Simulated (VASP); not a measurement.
# Ta in VASP: single point with r2SCAN

Aim: the single point of Ta with r2SCAN.

Program: VASP 6.6.1. These are calculated values, not measurements. Logs are shortened: lines on timing, memory, paths and dates and some standing lists are left out, and cuts for length are marked.

## Step 1: The cell of the first run

The typed cell holds 1 atom: a = 2.942 Å, b = 2.942 Å, c = 2.942 Å, α = 120.00°, β = 120.00°, γ = 90.01°.

This isn't the form of Ta at room conditions, which is bcc.

## Step 2: Single point, r2SCAN

POSCAR reads:

```
Ta
1.0
   -1.4711972949      1.4711972949      2.0802729750
    1.4711972949     -1.4711972949      2.0802729750
    1.4711972949      1.4711972949     -2.0802729750
Ta
1
Direct
    0.0000000000      0.0000000000      0.0000000000
```

INCAR.step1 reads:

```
ALGO = Normal ; EDIFF = 1E-4
ENCUT = 520 ; GGA = PE
ISMEAR = 0 ; LASPH = True
LCHARG = False ; LREAL = False
LWAVE = True ; NBANDS = 12
NELM = 100 ; PREC = Accurate
SIGMA = 0.15
```

INCAR.step2 reads:

```
ALGO = Normal ; EDIFF = 1E-6
ENCUT = 520 ; ISIF = 2
ISMEAR = 0 ; ISTART = 1
LASPH = True ; LCHARG = False
LMIXTAU = True ; LREAL = False
LWAVE = False ; METAGGA = R2SCAN
NBANDS = 12 ; NELM = 100
PREC = Accurate ; SIGMA = 0.15
```

KPOINTS reads:

```
k-points
0
Gamma
  22 22 22
```

Potentials or basis: VASP PAW PBE potentials, release 64 (Ta_pv).

Launch:

```console
> cat potpaw_PBE.64/Ta_pv/POTCAR > POTCAR
> cp INCAR.step1 INCAR
> mpirun -np 1 vasp_std > vasp.out
> cp INCAR.step2 INCAR
> mpirun -np 1 vasp_std > vasp.out
```

OUTCAR:

```text
EDIFF = 1E-6
   ENCUT = 520
   ISIF = 2
   ISMEAR = 0
   ISTART = 1
   LASPH = True
   LREAL = False
   METAGGA = R2SCAN
   NELM = 100
   PREC = Accurate

 ion  position               nearest neighbor table
   1  0.000  0.000  0.000-

  LATTYP: Found a body centered tetragonal cell.
 ALAT       =     2.9423945898
 C/A-ratio  =     1.4140000000

  Lattice vectors:

 A1 = (  -1.4711972949,   1.4711972949,   2.0802729750)
 A2 = (   1.4711972949,  -1.4711972949,   2.0802729750)
 A3 = (   1.4711972949,   1.4711972949,  -2.0802729750)

Analysis of symmetry for initial positions (statically):
=====================================================================
 Subroutine PRICEL returns:
 Original cell was already a primitive cell.

 Routine SETGRP: Setting up the symmetry group for a
 body centered tetragonal supercell.

 Subroutine GETGRP returns: Found 16 space group operations
 (whereof 16 operations were pure point group operations)
 out of a pool of 16 trial point group operations.

The static configuration has the point symmetry D_4h.

Analysis of symmetry for dynamics (positions and initial velocities):
=====================================================================
 Subroutine PRICEL returns:
 Original cell was already a primitive cell.

 Routine SETGRP: Setting up the symmetry group for a
 body centered tetragonal supercell.

 Subroutine GETGRP returns: Found 16 space group operations
 (whereof 16 operations were pure point group operations)
 out of a pool of 16 trial point group operations.

The dynamic configuration has the point symmetry D_4h.

 Subroutine INISYM returns: Found 16 space group operations
 (whereof 16 operations are pure point group operations),
 and found     1 'primitive' translations

----------------------------------------------------------------------------------------

                                     Primitive cell

  volume of cell :      18.0104

  direct lattice vectors                    reciprocal lattice vectors
    -1.471197295  1.471197295  2.080272975     0.000000000  0.339859244  0.240353072
     1.471197295 -1.471197295  2.080272975     0.339859244  0.000000000  0.240353072
     1.471197295  1.471197295 -2.080272975     0.339859244  0.339859244  0.000000000

  length of vectors
     2.942172431  2.942172431  2.942172431     0.416261822  0.416261822  0.480633552

  position of ions in fractional coordinates (direct lattice)
     0.000000000  0.000000000  0.000000000

[... 77 lines left out ...]
   EDIFFG = 0.1E-04   stopping-criterion for IOM
   NSW    =      0    number of steps for IOM
   IBRION =     -1    ionic relax: 0-MD 1-quasi-New 2-CG
   NFREE  =      0    steps in history (QN), initial steepest desc. (CG)
   ISIF   =      2    stress and relaxation
   ISYM   =      2    0-nonsym 1-usesym 2-fastsym
   POTIM  = 0.5000    time-step for ionic-motion
   TEBEG  =    0.0;   TEEND  =   0.0 temperature during run
   PSTRESS=    0.0 pullay stress
   NELECT =      11.0000    total number of electrons
   NUPDOWN=      -1.0000    fix difference up-down
   EMIN   =  10.00;   EMAX   =-10.00  energy-range for DOS
   EFERMI =   0.00;   METHOD = LEGACY
   ISMEAR =     0;   SIGMA  =   0.15  broadening in eV -4-tet -1-fermi 0-gaus
   EFERMI_NEDOS =   21; number of points for ismear=-14 and -15
   IALGO  =     38    algorithm
   IMIX   =      4    mixing-type and parameters
     AMIX     =   0.40;   BMIX     =  1.00
     AMIX_MAG =   1.60;   BMIX_MAG =  1.00
  volume/ion in A,a.u.               =      18.01       121.54
  Fermi-wavevector in a.u.,A,eV,Ry     =   1.388988  2.624806 26.249534  1.929286
  Thomas-Fermi vector in A             =   2.513061
   LORBIT       =      0    0 simple, 1 ext, 2 COOP (PROOUT), +10 PAW based schemes
   METAGGA = R2SCAN    functional components
   LHFCALC =     F    Hartree Fock is set to
   AEXX    =    0.0000 exact exchange contribution
   IVDW    =     0    specifies the selected vdW correction
   LEPSILON=     F    determine dielectric tensor
   LRPA    =     F    only Hartree local field effects (RPA)
 non-spin polarized calculation
 Gauss-broadening in eV      SIGMA  =   0.15
  energy-cutoff  :      520.00
  volume of cell :       18.01
 maximum number of plane-waves:       531
 NGX is ok and might be reduce to    24
   NGX = 11   NGY = 11   NGZ = 11

 number of electron      11.0000001 magnetization

 Free energy of the ion-electron system (eV)
  ---------------------------------------------------
  ext. energy  EPLUGINS =         0.00000000
  ---------------------------------------------------
  free energy    TOTEN  =       -48.33061679 eV

  energy without entropy =      -48.31839254  energy(sigma->0) =      -48.32450467

 E-fermi :   5.7566     XC(G=0): -13.7656

 val. band max:        5.7555585854   @ k =   0.5000   0.5000   0.3182
 cond. band min:       5.7674839868   @ k =  -0.3636   0.2273   0.0000
 fundamental gap:      0.0119254015
 Fermi energy:         5.7565617564

 k-point     1 :       0.0000    0.0000    0.0000
  band No.  band energies     occupation
      1     -28.9113      2.00000
      2     -28.9113      2.00000
      3     -28.9113      2.00000
      4      -2.9991      2.00000
      5       6.2402      0.00001
      6       6.2402      0.00001
      7       6.2424      0.00000
      8       9.6686      0.00000
      9       9.6717      0.00000
     10      17.3551      0.00000
     11      18.8811      0.00000
     12      24.3789      0.00000
[... 331 lines left out ...]
 k-point    24 :      -0.4545    0.0455   -0.0000
  band No.  band energies     occupation
      1     -30.0905      2.00000
      2     -29.0783      2.00000
      3     -29.0768      2.00000
      4       0.7706      2.00000
      5       5.7893      0.75772
      6       6.1940      0.00004
      7       6.2095      0.00002
      8      11.7939      0.00000
      9      12.0272      0.00000
     10      17.0267      0.00000
     11      17.3847      0.00000
     12      19.1549      0.00000

 [... further k-points ...]
[... 5 lines left out ...]
  --------------------------------------------------------------------------------------
  -------------------------------------------------------------------------------------
  Total        0.8597270      0.8597270      0.8573242      0.0000000      0.0000000      0.0000000
  in kB       76.4801927     76.4801927     76.2664479      0.0000000      0.0000000      0.0000000
  external PRESSURE =      76.4089444 kB  Pullay stress =       0.0000000 kB

 VOLUME and BASIS-vectors are now :
 -----------------------------------------------------------------------------
  energy-cutoff  :      520.00
  volume of cell :       18.01
      direct lattice vectors                 reciprocal lattice vectors
    -1.471197295  1.471197295  2.080272975     0.000000000  0.339859244  0.240353072
     1.471197295 -1.471197295  2.080272975     0.339859244  0.000000000  0.240353072
     1.471197295  1.471197295 -2.080272975     0.339859244  0.339859244  0.000000000

 POSITION                                       TOTAL-FORCE (eV/Angst)
 -----------------------------------------------------------------------------------
      0.00000      0.00000      0.00000         0.000000      0.000000      0.000000
 -----------------------------------------------------------------------------------
    total drift:                               -0.000000      0.000000     -0.000000

  FREE ENERGIE OF THE ION-ELECTRON SYSTEM (eV)
  ---------------------------------------------------
  free  energy   TOTEN  =       -48.3306167933 eV

  energy  without entropy=      -48.3183925437  energy(sigma->0) =      -48.32450467
```

It took 3.2 min on 1 thread of Intel Xeon 6975P-C (Granite Rapids), shared host; peak memory 0.3 GiB.

What came out:

```
Free energy            : -48.3306 eV
Pressure               : 7.6 GPa
Band gap on the k mesh : zero (an odd number of electrons rules out a gap without spin polarisation)
```

Levels at points of the mesh, in eV from the Fermi level:
```csv
k point,band 2,band 3,band 4,band 5,band 6,band 7,band 8,band 9
"(0.00, 0.00, 0.00)",-34.67,-34.67,-8.76,0.48,0.48,0.49,3.91,3.92
"(0.50, 0.00, 0.00)",-34.83,-34.83,-5.03,0.29,0.30,0.63,6.36,6.36
"(0.50, 0.50, 0.00)",-35.10,-35.10,-4.81,-3.75,3.10,6.44,7.04,7.05
"(0.50, 0.50, 0.50)",-35.11,-35.11,-4.81,-3.75,3.10,6.44,7.05,7.05
```

Caveat: the cell stands under pressure; the PAW data sets were made with another functional, which shifts forces and pressure a little; spin-orbit coupling is left out, which moves the levels of the heavy elements.
